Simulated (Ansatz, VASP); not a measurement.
# One calculation of Au, two programs

```
Au
1.0
     0.00000    2.08564    2.08564
     2.08564    0.00000    2.08564
     2.08564    2.08564    0.00000
Au
1
Direct
  0.00000 0.00000 0.00000
```

Alike in both runs: task single point; functional r2SCAN; k mesh 8 × 8 × 8; occupations gaussian, width 0.1 eV; no spin polarisation.

|  | VASP | Ansatz |
| --- | --- | --- |
| version | VASP 6.6.1 | Ansatz 0.2.0 |
| potentials or method | VASP PAW PBE potentials, release 64 (Au), cutoff 550 eV | scalar-relativistic, plane waves, PAW |
| valence electrons in the cell | 11 | 19 |

Ansatz gave:

* gap on the k mesh at the Fermi level (eV): none
* pressure (GPa): -4.0

What did VASP give for the same quantities?

gap on the k mesh at the Fermi level (eV): none; pressure (GPa): -3.8.

VASP's potentials were made for PBE, not for r2SCAN. A gap of «none» marks a metal or a gap that the smearing closes. VASP's potentials hold 11 valence electrons a cell and Ansatz's 19, so a difference there can come from the potentials and not from the codes.

Spin-orbit coupling is off throughout.
